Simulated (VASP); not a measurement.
# BN (P1) in VASP: single point with r2SCAN

Aim: the single point of BN with r2SCAN.

Everything below comes from runs of VASP 6.6.1. Logs are shortened: lines on timing, memory, paths and dates and some standing lists are left out, and cuts for length are marked.

**1. The cell of the first run**

The typed cell holds 4 atoms: a = 2.537 Å, b = 2.484 Å, c = 6.554 Å, α = 89.88°, β = 87.69°, γ = 122.91°.

**2. Single point, r2SCAN (atoms moved at random and the cell strained at random)**

POSCAR

```
BN
1.0
    2.5356527878     -0.0485866023      0.0506828137
   -1.3099036258      2.1106384635      0.0035373376
    0.1348280660      0.0887089142      6.5519221056
B N
2 2
Direct
    0.3447176896      0.6642369049      0.2368091446
    0.6758711958      0.3349610044      0.7545167540
    0.3603067196      0.6759561752      0.7574813380
    0.6191043950      0.3248459155      0.2511927634
```

INCAR.step1

```
PREC = Accurate
ENCUT = 660
ISMEAR = 0
SIGMA = 0.05
LREAL = F
LASPH = T
NELM = 120
NBANDS = 16
GGA = PE
ALGO = Normal
EDIFF = 1E-5
LWAVE = T
LCHARG = F
GGA_COMPAT = F
```

INCAR.step2

```
PREC = Accurate
ENCUT = 660
EDIFF = 1E-6
ISMEAR = 0
SIGMA = 0.05
LREAL = F
LASPH = T
NELM = 120
ALGO = Normal
ISIF = 2
LWAVE = F
LCHARG = T
METAGGA = R2SCAN
LMIXTAU = T
LELF = T
LVHAR = T
NBANDS = 16
ISTART = 1
GGA_COMPAT = F
```

KPOINTS

```
Automatic mesh
0
Gamma
  12 12 4
```

Potentials or basis: VASP PAW PBE potentials, release 64 (B, N).

Launch:

```console
$ cat potpaw_PBE.64/B/POTCAR potpaw_PBE.64/N/POTCAR > POTCAR
$ cp INCAR.step1 INCAR
$ mpirun -np 1 vasp_std > vasp.out
$ cp INCAR.step2 INCAR
$ mpirun -np 1 vasp_std > vasp.out
```

OUTCAR:

```text
PREC = Accurate
   ENCUT = 660
   EDIFF = 1E-6
   ISMEAR = 0
   LREAL = F
   LASPH = T
   NELM = 120
   ISIF = 2
   METAGGA = R2SCAN
   ISTART = 1

 ion  position               nearest neighbor table
   1  0.345  0.664  0.237-   4 1.36   4 1.40   4 1.55
   2  0.676  0.335  0.755-   3 1.38   3 1.45   3 1.46
   3  0.360  0.676  0.757-   2 1.38   2 1.45   2 1.46
   4  0.619  0.325  0.251-   1 1.36   1 1.40   1 1.55

  LATTYP: Found a triclinic cell.
 ALAT       =     2.3994705064
 B/A-ratio  =     1.7785972324
 C/A-ratio  =     3.4309015458
 COS(alpha) =     0.0005424914
 COS(beta)  =     0.3137243462
 COS(gamma) =     0.8562423406

  Lattice vectors:

 A1 = (  -1.2257491620,  -2.0620518612,  -0.0542201513)
 A2 = (  -3.7614019498,  -2.0134652589,  -0.1049029650)
 A3 = (   2.4849791856,  -4.3099858412,  -6.5589967808)

Analysis of symmetry for initial positions (statically):
=====================================================================
 Subroutine PRICEL returns:
 Original cell was already a primitive cell.

 Routine SETGRP: Setting up the symmetry group for a
 triclinic supercell.

 Subroutine GETGRP returns: Found  1 space group operations
 (whereof  1 operations were pure point group operations)
 out of a pool of  2 trial point group operations.

The static configuration has the point symmetry C_1 .

Analysis of symmetry for dynamics (positions and initial velocities):
=====================================================================
 Subroutine PRICEL returns:
 Original cell was already a primitive cell.

 Routine SETGRP: Setting up the symmetry group for a
 triclinic supercell.

 Subroutine GETGRP returns: Found  1 space group operations
 (whereof  1 operations were pure point group operations)
 out of a pool of  2 trial point group operations.

The dynamic configuration has the point symmetry C_1 .

 Subroutine INISYM returns: Found  1 space group operations
 (whereof  1 operations are pure point group operations),
 and found     1 'primitive' translations

----------------------------------------------------------------------------------------

                                     Primitive cell

  volume of cell :      34.6268

  direct lattice vectors                    reciprocal lattice vectors
     2.535652788 -0.048586602  0.050682814     0.399356597  0.247867934 -0.011574096
    -1.309903626  2.110638463  0.003537338     0.009323184  0.479587640 -0.006685172
     0.134828066  0.088708914  6.551922106    -0.003094282 -0.002176324  0.152720109

  length of vectors
     2.536624621  2.484080261  6.553909609     0.470168230  0.479724836  0.152766955

  position of ions in fractional coordinates (direct lattice)
     0.344717690  0.664236905  0.236809145
     0.675871196  0.334961004  0.754516754
     0.360306720  0.675956175  0.757481338
     0.619104395  0.324845915  0.251192763

  ion indices of the primitive-cell ions
   primitive index   ion index
                 1           1
                 2           2
                 3           3
                 4           4

----------------------------------------------------------------------------------------

 KPOINTS: Automatic mesh

Automatic generation of k-mesh.
 Grid dimensions read from file:
 generate k-points for:   12   12    4

 Generating k-lattice:

  Cartesian coordinates                     Fractional coordinates (reciprocal lattice)
     0.033279716  0.020655661 -0.000964508     0.083333333 -0.000000000  0.000000000
     0.000776932  0.039965637 -0.000557098     0.000000000  0.083333333  0.000000000
    -0.000773571 -0.000544081  0.038180027    -0.000000000 -0.000000000  0.250000000

  Length of vectors
     0.039180686  0.039977070  0.038191739

  Shift w.r.t. Gamma in fractional coordinates (k-lattice)
     0.000000000  0.000000000  0.000000000

 Subroutine IBZKPT returns following result:
 ===========================================

 Found    292 irreducible k-points:

 Following reciprocal coordinates:
            Coordinates               Weight
  0.000000  0.000000  0.000000      1.000000
  0.083333  0.000000  0.000000      2.000000
  0.166667  0.000000  0.000000      2.000000
  0.250000  0.000000  0.000000      2.000000
  0.333333  0.000000  0.000000      2.000000
  0.416667 -0.000000  0.000000      2.000000
[... 16 lines left out ...]
  0.250000  0.166667  0.000000      2.000000
  0.333333  0.166667  0.000000      2.000000
 [... further k-points ...]
   k-points           NKPTS =    292   k-points in BZ     NKDIM =    292   number of bands    NBANDS=     16
   number of dos      NEDOS =    301   number of ions     NIONS =      4
   total plane-waves  NPLWV =  32256
   dimension x,y,z NGX =    24 NGY =   24 NGZ =   56
   dimension x,y,z NGXF=    48 NGYF=   48 NGZF=  112
   ions per type =               2   2
   NGX,Y,Z   is equivalent  to a cutoff of  15.73, 16.06, 14.20 a.u.
   NGXF,Y,Z  is equivalent  to a cutoff of  31.46, 32.12, 28.41 a.u.
 SYSTEM =  unknown system
   PREC   = accura    normal or accurate (medium, high low for compatibility)
   ISTART =      1    job   : 0-new  1-cont  2-samecut
   ICHARG =      0    charge: 1-file 2-atom 10-const
   ISPIN  =      1    spin polarized calculation?
   LNONCOLLINEAR =      F non collinear calculations
   LSORBIT =      F    spin-orbit coupling
   LASPH  =      T    aspherical Exc in radial PAW
   ENCUT  =  660.0 eV  48.51 Ry    6.96 a.u.   5.31  5.20 13.73*2*pi/ulx,y,z
   NELM   =    120;   NELMIN=  2; NELMDL=  0     # of ELM steps
   EDIFF  = 0.1E-05   stopping-criterion for ELM
   LREAL  =      F    real-space projection
[... 7 lines left out ...]
   TEBEG  =    0.0;   TEEND  =   0.0 temperature during run
   PSTRESS=    0.0 pullay stress
   NELECT =      16.0000    total number of electrons
   NUPDOWN=      -1.0000    fix difference up-down
   EMIN   =  10.00;   EMAX   =-10.00  energy-range for DOS
   EFERMI =   0.00;   METHOD = LEGACY
   ISMEAR =     0;   SIGMA  =   0.05  broadening in eV -4-tet -1-fermi 0-gaus
   EFERMI_NEDOS =   21; number of points for ismear=-14 and -15
   IALGO  =     38    algorithm
   IMIX   =      4    mixing-type and parameters
     AMIX     =   0.40;   BMIX     =  1.00
     AMIX_MAG =   1.60;   BMIX_MAG =  1.00
  volume/ion in A,a.u.               =       8.66        58.42
  Fermi-wavevector in a.u.,A,eV,Ry     =   1.265642  2.391717 21.794487  1.601850
  Thomas-Fermi vector in A             =   2.398884
   LORBIT       =      0    0 simple, 1 ext, 2 COOP (PROOUT), +10 PAW based schemes
   METAGGA = R2SCAN    functional components
   LHFCALC =     F    Hartree Fock is set to
   AEXX    =    0.0000 exact exchange contribution
   IVDW    =     0    specifies the selected vdW correction
   LEPSILON=     F    determine dielectric tensor
   LRPA    =     F    only Hartree local field effects (RPA)
 non-spin polarized calculation
 Gauss-broadening in eV      SIGMA  =   0.05
  energy-cutoff  :      660.00
  volume of cell :       34.63
 maximum number of plane-waves:      1356
 NGX is ok and might be reduce to    24
   NGX = 11   NGY = 11   NGZ = 27

 number of electron      16.0000000 magnetization

 Free energy of the ion-electron system (eV)
  ---------------------------------------------------
  ext. energy  EPLUGINS =         0.00000000
  ---------------------------------------------------
  free energy    TOTEN  =       -37.94839018 eV

  energy without entropy =      -37.94839018  energy(sigma->0) =      -37.94839018

 E-fermi :   3.2790     XC(G=0): -10.9273

 val. band max:        2.9936830859   @ k =   0.0000  -0.0000   0.5000
 cond. band min:       6.6001645925   @ k =   0.5000   0.5000   0.2500
 fundamental gap:      3.6064815065
 Fermi energy:         3.2789916541

 k-point     1 :       0.0000    0.0000    0.0000
  band No.  band energies     occupation
      1     -16.7553      2.00000
      2     -16.4155      2.00000
      3      -4.3562      2.00000
      4      -2.0114      2.00000
      5      -0.6934      2.00000
      6       0.3824      2.00000
[... 8 lines left out ...]
     15      17.0561      0.00000
     16      17.5886      0.00000

 k-point     2 :       0.0833    0.0000    0.0000
  band No.  band energies     occupation
      1     -16.6044      2.00000
      2     -16.2682      2.00000
      3      -4.1575      2.00000
      4      -1.8369      2.00000
      5      -0.8910      2.00000
      6       0.1296      2.00000
[... 8 lines left out ...]
     15      16.7993      0.00000
     16      18.0711      0.00000

 k-point     3 :       0.1667    0.0000    0.0000
  band No.  band energies     occupation
      1     -16.1599      2.00000
      2     -15.8337      2.00000
      3      -3.5703      2.00000
      4      -1.4339      2.00000
      5      -1.3176      2.00000
      6      -0.7588      2.00000
[... 8 lines left out ...]
     15      18.0351      0.00000
     16      19.4787      0.00000

 k-point     4 :       0.2500    0.0000    0.0000
  band No.  band energies     occupation
      1     -15.4508      2.00000
      2     -15.1405      2.00000
      3      -2.7754      2.00000
      4      -2.6143      2.00000
      5      -2.4341      2.00000
      6      -1.4860      2.00000
[... 8 lines left out ...]
     15      19.1347      0.00000
     16      19.9558      0.00000
[... 324 lines left out ...]
 k-point    22 :       0.1667    0.1667    0.0000
  band No.  band energies     occupation
      1     -14.9661      2.00000
      2     -14.6712      2.00000
      3      -3.5040      2.00000
      4      -3.3851      2.00000
      5      -1.9737      2.00000
      6      -1.9036      2.00000
[... 8 lines left out ...]
     15      18.2848      0.00000
     16      19.0276      0.00000

 k-point    23 :       0.2500    0.1667    0.0000
  band No.  band energies     occupation
      1     -14.0958      2.00000
      2     -13.8240      2.00000
      3      -5.0429      2.00000
      4      -4.7056      2.00000
      5      -3.0604      2.00000
      6      -2.8170      2.00000
[... 8 lines left out ...]
     15      17.3760      0.00000
     16      19.7648      0.00000

 k-point    24 :       0.3333    0.1667    0.0000
  band No.  band energies     occupation
      1     -13.2911      2.00000
      2     -13.0555      2.00000
      3      -6.3002      2.00000
      4      -5.9408      2.00000
      5      -3.7223      2.00000
      6      -3.4251      2.00000
[... 8 lines left out ...]
     15      17.9336      0.00000
     16      20.8989      0.00000

 [... further k-points ...]
[... 5 lines left out ...]
  --------------------------------------------------------------------------------------
  -------------------------------------------------------------------------------------
  Total       -0.8070922      9.0479938      0.1792057      1.4140528      0.1361573      0.4154923
  in kB      -37.3440905    418.6499281      8.2918307     65.4281047      6.2999885     19.2247967
  external PRESSURE =     129.8658894 kB  Pullay stress =       0.0000000 kB

 VOLUME and BASIS-vectors are now :
 -----------------------------------------------------------------------------
  energy-cutoff  :      660.00
  volume of cell :       34.63
      direct lattice vectors                 reciprocal lattice vectors
     2.535652788 -0.048586602  0.050682814     0.399356597  0.247867934 -0.011574096
    -1.309903626  2.110638463  0.003537338     0.009323184  0.479587640 -0.006685172
     0.134828066  0.088708914  6.551922106    -0.003094282 -0.002176324  0.152720109

 POSITION                                       TOTAL-FORCE (eV/Angst)
 -----------------------------------------------------------------------------------
      0.03593      1.40622      1.57138        -4.968198     -0.235334      1.098101
      1.37674      0.74108      4.97897         0.981899      1.626068      0.184704
      0.13031      1.47639      4.98361        -0.980264     -1.631461     -0.237639
      1.17818      0.67784      1.67832         4.966563      0.240728     -1.045165
 -----------------------------------------------------------------------------------
    total drift:                               -0.000018     -0.000068     -0.000063

  FREE ENERGIE OF THE ION-ELECTRON SYSTEM (eV)
  ---------------------------------------------------
  free  energy   TOTEN  =       -37.9483901753 eV

  energy  without entropy=      -37.9483901753  energy(sigma->0) =      -37.94839018
```

Run time: 15 min. Hardware: 1 thread of Oxide Virtual Turin-like, shared host; peak memory 0.28 GiB.

Results:

```yaml
Free_energy: -37.9484 eV
Pressure: 13.0 GPa
Largest_force: 5.094 eV/Å
Band_gap_on_the_k_mesh: 3.61 eV (least direct gap 4.94 eV)
```

Forces on the atoms (eV/Å):
```
B   -4.968 -0.235  1.098
B    0.982  1.626  0.185
N   -0.980 -1.631 -0.238
N    4.967  0.241 -1.045
```

Caveat: the cell differs from its parent crystal (atoms moved at random and the cell strained at random); the stress differs along the axes, from -4 to 42 GPa; the PAW data sets were made with another functional, which shifts forces and pressure a little. A k mesh can miss the band edges.
